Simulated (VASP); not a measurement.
# Sn8O15 (a cell with a defect) in VASP: notebook

Sn8O15 (a cell with a defect) is run at these levels: r2SCAN; tasks: single point.

All numbers are computed with VASP 6.6.1; they aren't measurements. Logs are shortened: lines on timing, memory, paths and dates and some standing lists are left out, and cuts for length are marked.

## (1) The cell of the first run

The cell holds a defect, 23 atoms: a = 7.785 Å, b = 7.068 Å, c = 7.449 Å, α = 64.80°, β = 55.23°, γ = 59.97°.

## (2) Single point, r2SCAN

The input, POSCAR:

```
Sn8O15
1.0
    0.0000000000      5.7509120000      5.2471140000
    4.7351460000      0.0000000000      5.2471140000
    4.7351460000      5.7509120000      0.0000000000
Sn O
8 15
Direct
    0.4491118013      0.3045973806      0.2073072154
    0.5614663017      0.7021054446      0.2710520884
    0.0532217192      0.2004150419      0.2927712294
    0.4640480550      0.2886815407      0.7057262347
    0.9657555507      0.7857956830      0.6925454283
    0.0404263465      0.2013255956      0.8020702870
    0.5245009057      0.7221544938      0.7697652907
    0.9118635721      0.7964059643      0.2354148074
    0.9904396997      0.0927170604      0.6278387577
    0.7756251634      0.1538088073      0.1065590884
    0.3593128495      0.2174870828      0.5428784899
    0.3855672940      0.0348720180      0.2373770320
    0.1221686432      0.4523772881      0.2728624405
    0.1594799223      0.2606357832      0.9596545732
    0.7198651432      0.3703989524      0.4015265595
    0.5161298797      0.3829298701      0.8816600708
    0.4770331495      0.6073551447      0.1223693453
    0.3072572850      0.6250727539      0.5865663381
    0.8694792705      0.7046346138      0.0161159185
    0.9013084764      0.5288258794      0.7123806220
    0.6311596261      0.9658718087      0.7744988156
    0.1664802691      0.8740694502      0.9367758753
    0.0265071839      0.9015816665      0.3662972965
```

The input, INCAR.step1:

```
PREC     = Accurate       # precision mode
ENCUT    = 520            # plane-wave cutoff, eV
ISMEAR   = 0              # smearing method
SIGMA    = 0.05           # smearing width, eV
LREAL    = Auto         
LASPH    = True           # aspherical terms in the spheres
NELM     = 60             # most SCF steps
NBANDS   = 118            # bands
NELECT   = 204.0        
GGA      = PE             # functional
ALGO     = Normal         # electronic algorithm
EDIFF    = 1E-4           # SCF threshold, eV
LWAVE    = True           # write WAVECAR
LCHARG   = False          # write CHGCAR
```

The input, INCAR.step2:

```
PREC     = Accurate       # precision mode
ENCUT    = 520            # plane-wave cutoff, eV
EDIFF    = 1E-7           # SCF threshold, eV
ISMEAR   = 0              # smearing method
SIGMA    = 0.05           # smearing width, eV
LREAL    = Auto         
LASPH    = True           # aspherical terms in the spheres
NELM     = 60             # most SCF steps
ALGO     = Normal         # electronic algorithm
ISIF     = 2              # what is computed and relaxed
LWAVE    = False          # write WAVECAR
LCHARG   = True           # write CHGCAR
METAGGA  = R2SCAN         # meta-GGA
LMIXTAU  = True         
LELF     = True           # ELF
LVHAR    = True         
NBANDS   = 118            # bands
NELECT   = 204.0        
ISTART   = 1
```

The input, KPOINTS:

```
Automatic mesh
0
Gamma
  2 2 2
```

Potentials or basis: VASP PAW PBE potentials, release 64 (Sn_d, O).

On the command line:

```bash
cat potpaw_PBE.64/Sn_d/POTCAR potpaw_PBE.64/O/POTCAR > POTCAR
cp INCAR.step1 INCAR
mpirun -np 1 vasp_std > vasp.out
cp INCAR.step2 INCAR
mpirun -np 1 vasp_std > vasp.out
```

OUTCAR:

```text
PREC = Accurate
   ENCUT = 520
   EDIFF = 1E-7
   ISMEAR = 0
   LREAL = Auto
   LASPH = True
   NELM = 60
   ISIF = 2
   METAGGA = R2SCAN
   NELECT = 204.0
   ISTART = 1

 ion  position               nearest neighbor table
   1  0.449  0.305  0.207-  10 1.99  13 2.04  16 2.04  17 2.04  11 2.06  12 2.09   3 3.17   7 3.32
                             2 3.60   8 3.63   6 3.67   6 3.71   4 3.72   4 3.73
   2  0.561  0.702  0.271-  17 2.00  12 2.03  19 2.04  18 2.10  15 2.12   8 2.97   4 3.31   1 3.60
                             5 3.61   7 3.62   3 3.73   3 3.73   5 3.73
   3  0.053  0.200  0.293-  13 2.03  23 2.03  14 2.03  15 2.04  12 2.10   9 2.10   1 3.17   5 3.19
                             4 3.67   8 3.67   4 3.68   6 3.71   2 3.73   2 3.73   6 3.74
   4  0.464  0.289  0.706-  16 1.99  21 1.99  14 2.07  15 2.08  11 2.11  18 2.11   6 3.28   2 3.31
                             7 3.57   7 3.64   3 3.67   3 3.68   1 3.72   5 3.72   5 3.73   1 3.73
   5  0.966  0.786  0.693-  19 1.97  20 2.04  23 2.05  21 2.08  18 2.08   9 2.10   3 3.19   7 3.38
                             2 3.61   8 3.63   6 3.65   4 3.72   4 3.73   6 3.73   2 3.73
   6  0.040  0.201  0.802-  20 1.99   9 2.04  22 2.05  10 2.05  14 2.11  11 2.13   4 3.28   8 3.31
                             7 3.55   5 3.65   1 3.67   3 3.71   1 3.71   5 3.73   3 3.74
   7  0.525  0.722  0.770-  22 2.16  16 2.20  17 2.25  21 2.27  20 2.39   1 3.32   8 3.37   5 3.38
                             6 3.55   4 3.57   2 3.62   4 3.64
   8  0.912  0.796  0.235-  22 2.05  23 2.14  13 2.15  10 2.20  19 2.22   2 2.97   6 3.31   7 3.37
                             5 3.63   1 3.63   3 3.67
   9  0.990  0.093  0.628-   6 2.04   5 2.10   3 2.10
  10  0.776  0.154  0.107-   1 1.99   6 2.05   8 2.20
  11  0.359  0.217  0.543-   1 2.06   4 2.11   6 2.13
  12  0.386  0.035  0.237-   2 2.03   1 2.09   3 2.10
  13  0.122  0.452  0.273-   3 2.03   1 2.04   8 2.15
  14  0.159  0.261  0.960-   3 2.03   4 2.07   6 2.11
  15  0.720  0.370  0.402-   3 2.04   4 2.08   2 2.12
  16  0.516  0.383  0.882-   4 1.99   1 2.04   7 2.20
  17  0.477  0.607  0.122-   2 2.00   1 2.04   7 2.25
  18  0.307  0.625  0.587-   5 2.08   2 2.10   4 2.11
  19  0.869  0.705  0.016-   5 1.97   2 2.04   8 2.22
  20  0.901  0.529  0.712-   6 1.99   5 2.04   7 2.39
  21  0.631  0.966  0.774-   4 1.99   5 2.08   7 2.27
  22  0.166  0.874  0.937-   6 2.05   8 2.05   7 2.16
  23  0.027  0.902  0.366-   3 2.03   5 2.05   8 2.14

  LATTYP: Found a face centered orthorhombic cell.
 ALAT       =     9.4702920000
 B/A-ratio  =     1.1081208478
 C/A-ratio  =     1.2145163000

  Lattice vectors:

 A1 = (   0.0000000000,   5.7509120000,  -5.2471140000)
 A2 = (   4.7351460000,   5.7509120000,   0.0000000000)
 A3 = (   4.7351460000,   0.0000000000,  -5.2471140000)

Analysis of symmetry for initial positions (statically):
=====================================================================
 Subroutine PRICEL returns:
 Original cell was already a primitive cell.

 Routine SETGRP: Setting up the symmetry group for a
 face centered orthorhombic supercell.

 Subroutine GETGRP returns: Found  1 space group operations
 (whereof  1 operations were pure point group operations)
 out of a pool of  8 trial point group operations.

The static configuration has the point symmetry C_1 .

Analysis of symmetry for dynamics (positions and initial velocities):
=====================================================================
 Subroutine PRICEL returns:
 Original cell was already a primitive cell.

 Routine SETGRP: Setting up the symmetry group for a
 face centered orthorhombic supercell.

 Subroutine GETGRP returns: Found  1 space group operations
 (whereof  1 operations were pure point group operations)
 out of a pool of  8 trial point group operations.

The dynamic configuration has the point symmetry C_1 .

 Subroutine INISYM returns: Found  1 space group operations
 (whereof  1 operations are pure point group operations),
 and found     1 'primitive' translations

----------------------------------------------------------------------------------------

                                     Primitive cell

  volume of cell :     285.7726

  direct lattice vectors                    reciprocal lattice vectors
     0.000000000  5.750912000  5.247114000    -0.105593365  0.086942732  0.095290478
     4.735146000  0.000000000  5.247114000     0.105593365 -0.086942732  0.095290478
     4.735146000  5.750912000  0.000000000     0.105593365  0.086942732 -0.095290478

[... 57 lines left out ...]

Automatic generation of k-mesh.
 Grid dimensions read from file:
 generate k-points for:    2    2    2

 Generating k-lattice:

  Cartesian coordinates                     Fractional coordinates (reciprocal lattice)
    -0.052796683  0.043471366  0.047645239     0.500000000  0.000000000  0.000000000
     0.052796683 -0.043471366  0.047645239     0.000000000  0.500000000  0.000000000
     0.052796683  0.043471366 -0.047645239     0.000000000  0.000000000  0.500000000

  Length of vectors
     0.083350574  0.083350574  0.083350574

  Shift w.r.t. Gamma in fractional coordinates (k-lattice)
     0.000000000  0.000000000  0.000000000

 Subroutine IBZKPT returns following result:
 ===========================================

 Found      8 irreducible k-points:

 Following reciprocal coordinates:
            Coordinates               Weight
  0.000000  0.000000  0.000000      1.000000
  0.500000  0.000000  0.000000      1.000000
  0.500000  0.500000  0.500000      1.000000
  0.000000  0.500000  0.000000      1.000000
  0.000000  0.000000  0.500000      1.000000
  0.500000  0.500000  0.000000      1.000000
  0.500000  0.000000  0.500000      1.000000
  0.000000  0.500000  0.500000      1.000000
   k-points           NKPTS =      8   k-points in BZ     NKDIM =      8   number of bands    NBANDS=    118
   number of dos      NEDOS =    301   number of ions     NIONS =     23
   total plane-waves  NPLWV = 181440
   dimension x,y,z NGX =    60 NGY =   54 NGZ =   56
   dimension x,y,z NGXF=   120 NGYF=  108 NGZF=  112
   ions per type =               8  15
   NGX,Y,Z   is equivalent  to a cutoff of  12.81, 12.70, 12.50 a.u.
   NGXF,Y,Z  is equivalent  to a cutoff of  25.63, 25.40, 24.99 a.u.
 SYSTEM =  unknown system
   PREC   = accura    normal or accurate (medium, high low for compatibility)
   ISTART =      1    job   : 0-new  1-cont  2-samecut
   ICHARG =      0    charge: 1-file 2-atom 10-const
   ISPIN  =      1    spin polarized calculation?
   LNONCOLLINEAR =      F non collinear calculations
   LSORBIT =      F    spin-orbit coupling
   LASPH  =      T    aspherical Exc in radial PAW
   ENCUT  =  520.0 eV  38.22 Ry    6.18 a.u.  14.47 13.14 13.85*2*pi/ulx,y,z
   NELM   =     60;   NELMIN=  2; NELMDL=  0     # of ELM steps
   EDIFF  = 0.1E-06   stopping-criterion for ELM
   LREAL  =      T    real-space projection
   EDIFFG = 0.1E-05   stopping-criterion for IOM
   NSW    =      0    number of steps for IOM
   IBRION =     -1    ionic relax: 0-MD 1-quasi-New 2-CG
   NFREE  =      0    steps in history (QN), initial steepest desc. (CG)
   ISIF   =      2    stress and relaxation
   ISYM   =      2    0-nonsym 1-usesym 2-fastsym
   POTIM  = 0.5000    time-step for ionic-motion
   TEBEG  =    0.0;   TEEND  =   0.0 temperature during run
   PSTRESS=    0.0 pullay stress
   NELECT =     204.0000    total number of electrons
   NUPDOWN=      -1.0000    fix difference up-down
   EMIN   =  10.00;   EMAX   =-10.00  energy-range for DOS
   EFERMI =   0.00;   METHOD = LEGACY
   ISMEAR =     0;   SIGMA  =   0.05  broadening in eV -4-tet -1-fermi 0-gaus
   EFERMI_NEDOS =   21; number of points for ismear=-14 and -15
   IALGO  =     38    algorithm
   IMIX   =      4    mixing-type and parameters
     AMIX     =   0.40;   BMIX     =  1.00
     AMIX_MAG =   1.60;   BMIX_MAG =  1.00
  volume/ion in A,a.u.               =      12.42        83.85
  Fermi-wavevector in a.u.,A,eV,Ry     =   1.463114  2.764884 29.126008  2.140701
  Thomas-Fermi vector in A             =   2.579247
   LORBIT       =      0    0 simple, 1 ext, 2 COOP (PROOUT), +10 PAW based schemes
   METAGGA = R2SCAN    functional components
   LHFCALC =     F    Hartree Fock is set to
   AEXX    =    0.0000 exact exchange contribution
   IVDW    =     0    specifies the selected vdW correction
   LEPSILON=     F    determine dielectric tensor
   LRPA    =     F    only Hartree local field effects (RPA)
 non-spin polarized calculation
 Gauss-broadening in eV      SIGMA  =   0.05
  energy-cutoff  :      520.00
  volume of cell :      285.77
 maximum number of plane-waves:      7710
 NGX is ok and might be reduce to    60
   NGX = 29   NGY = 27   NGZ = 27

 number of electron     204.0000000 magnetization

 Free energy of the ion-electron system (eV)
  ---------------------------------------------------
  ext. energy  EPLUGINS =         0.00000000
  ---------------------------------------------------
  free energy    TOTEN  =      -310.45366422 eV

  energy without entropy =     -310.45366417  energy(sigma->0) =     -310.45366419

 E-fermi :   8.8454     XC(G=0): -12.0483

 val. band max:        8.6735831396   @ k =   0.0000   0.5000   0.0000
 cond. band min:       9.0171379348   @ k =   0.0000   0.0000   0.0000
 fundamental gap:      0.3435547952
 Fermi energy:         8.8453581747

 k-point     1 :       0.0000    0.0000    0.0000
  band No.  band energies     occupation
      1     -16.1530      2.00000
      2     -16.0255      2.00000
      3     -15.9457      2.00000
      4     -15.8581      2.00000
      5     -15.7726      2.00000
      6     -15.7475      2.00000
[... 925 lines left out ...]
    113      14.6061      0.00000
    114      14.6288      0.00000
 [bands above 114 left out]

------------------------ aborting loop because EDIFF is reached ----------------------------------------

  FORCE on cell =-STRESS in cart. coord.  units (eV):
  Direction    XX          YY          ZZ          XY          YZ          ZX
  --------------------------------------------------------------------------------------
  -------------------------------------------------------------------------------------
  Total       40.4614386     38.1338343     36.0394986      0.1204594      0.0927231     -1.0058548
  in kB      226.8460965    213.7964381    202.0545948      0.6753530      0.5198497     -5.6393011
  external PRESSURE =     214.2323765 kB  Pullay stress =       0.0000000 kB

 VOLUME and BASIS-vectors are now :
 -----------------------------------------------------------------------------
  energy-cutoff  :      520.00
  volume of cell :      285.77
      direct lattice vectors                 reciprocal lattice vectors
     0.000000000  5.750912000  5.247114000    -0.105593365  0.086942732  0.095290478
     4.735146000  0.000000000  5.247114000     0.105593365 -0.086942732  0.095290478
     4.735146000  5.750912000  0.000000000     0.105593365  0.086942732 -0.095290478

 POSITION                                       TOTAL-FORCE (eV/Angst)
 -----------------------------------------------------------------------------------
      2.42394      3.77501      3.95480         0.018499      0.013304     -0.013594
      4.60804      4.78774      6.63011         0.047647      0.042311      0.047797
      2.33531      1.98978      1.33086        -0.002816     -0.030529      0.002294
      4.70867      6.72727      3.94966        -0.017538     -0.006970      0.019612
      7.00016      9.53674      9.19059        -0.016013      0.003516      0.001550
      4.75123      4.84512      1.26850        -0.007928     -0.020020     -0.002392
[... 15 lines left out ...]
      8.57462      6.34473      5.45988        -0.033136      0.014399     -0.015837
      6.00359      2.25898      4.86979        -0.079180     -0.028945     -0.010026
 -----------------------------------------------------------------------------------
    total drift:                                0.012422     -0.002501      0.000965

  FREE ENERGIE OF THE ION-ELECTRON SYSTEM (eV)
  ---------------------------------------------------
  free  energy   TOTEN  =      -310.4536642188 eV

  energy  without entropy=     -310.4536641660  energy(sigma->0) =     -310.45366419
```

It took 15 min on 1 thread of Intel Xeon 6975P-C (Granite Rapids), shared host; peak memory 0.56 GiB.

What came out:

* Free energy: -310.4537 eV
* Largest force: 0.124 eV/Å

Forces on the atoms (eV/Å):
```
Sn   0.018  0.013 -0.014
Sn   0.048  0.042  0.048
Sn  -0.003 -0.031  0.002
Sn  -0.018 -0.007  0.020
Sn  -0.016  0.004  0.002
Sn  -0.008 -0.020 -0.002
Sn  -0.072 -0.054  0.068
Sn   0.046  0.020 -0.113
O    0.017  0.001  0.006
O    0.007  0.057  0.012
O   -0.009 -0.001 -0.004
O   -0.023  0.001 -0.001
O    0.083 -0.031  0.020
O    0.020 -0.018 -0.011
O   -0.014 -0.025 -0.005
O    0.012  0.042  0.035
O   -0.017 -0.048  0.006
O    0.023 -0.010 -0.005
O    0.004  0.084  0.007
O    0.005 -0.035 -0.006
O    0.009  0.028 -0.038
O   -0.033  0.014 -0.016
O   -0.079 -0.029 -0.010
```

Caveat: the k points lie up to 0.52 Å⁻¹ apart; the cell carries a net charge on a neutralising background, which shifts energy and pressure; the cell is charged against a uniform background, so pressure and absolute levels hang on convention; the PAW data sets were made with another functional, which shifts forces and pressure a little; spin-orbit coupling is left out, which moves the levels of the heavy elements.

(Continued in part 2 of 2.)
